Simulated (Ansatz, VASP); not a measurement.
One calculation of Ca, two programs

```xyz
1
Lattice="0.0000 2.7835 2.7835 2.7835 0.0000 2.7835 2.7835 2.7835 0.0000" Properties=species:S:1:pos:R:3 pbc="T T T"
Ca    0.0000    0.0000    0.0000
```

Alike in both runs: task single point; functional r2SCAN; k mesh 10 × 10 × 10; occupations fermi-dirac, width 0.1 eV; no spin polarisation.

|  | VASP | Ansatz |
| --- | --- | --- |
| version | VASP 6.6.1 | Ansatz 0.2.0 |
| potentials or method | VASP PAW PBE potentials, release 64 (Ca_sv), cutoff 520 eV | plane waves (600 eV) with PAW, scalar-relativistic |
| valence electrons in the cell | 10 | 10 |

```tsv
	VASP	Ansatz	Ansatz less VASP
pressure (GPa)	0.0	0.0	-0.05
```

VASP's potentials were made for PBE, not for r2SCAN.
